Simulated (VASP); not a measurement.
Crystal: Ga.

```xyz
1
Lattice="2.7165 0.0000 0.0000 0.0000 2.7165 0.0000 0.0000 0.0000 2.7165" Properties=species:S:1:pos:R:3 pbc="T T T"
Ga    0.0000    0.0000    0.0000
```

- Program: VASP 6.6.1
- Task: relaxation of cell and atoms
- Functional: revPBE
- Dispersion: D4
- Potentials or basis: VASP PAW PBE potentials, release 64 (Ga_d)
- Cutoff: 600 eV
- k mesh: 10 × 10 × 10
- Occupations: fermi-dirac, width 0.05 eV
- Spin: no spin polarisation

At the start: pressure -3.8 GPa; volume 20.05 Å³/atom.

Q: Where does the relaxation end?

A: Over 5 steps the energy falls by 21.9 meV/atom and the volume is 18.48 Å³/atom (-7.8 %); space group Pm-3m (No. 221, to 0.05 Å).

The path:
| step | energy change (eV) | largest force (eV/Å) | pressure (GPa) | volume (Å³) |
| --- | --- | --- | --- | --- |
| 1 | 0.0000 | 0.0000 | -3.84 | 20.05 |
| 2 | -0.0215 | 0.0000 | -0.68 | 18.68 |
| 3 | -0.0219 | 0.0000 | -0.16 | 18.50 |
| 4 | -0.0219 | 0.0000 | 0.10 | 18.45 |
| 5 | -0.0219 | 0.0000 | -0.06 | 18.48 |

Final structure:
```yaml
crystal:
  lattice:
    - [2.64398, 0.00000, 0.00000]
    - [0.00000, 2.64398, 0.00000]
    - [0.00000, 0.00000, 2.64398]
  atoms:
    - { symbol: Ga, position: [0.00000, 0.00000, 0.00000] }
```

Caveat: the PAW data sets were made with another functional, which shifts forces and pressure a little; pairwise dispersion overbinds metals, which lowers pressure and volume.
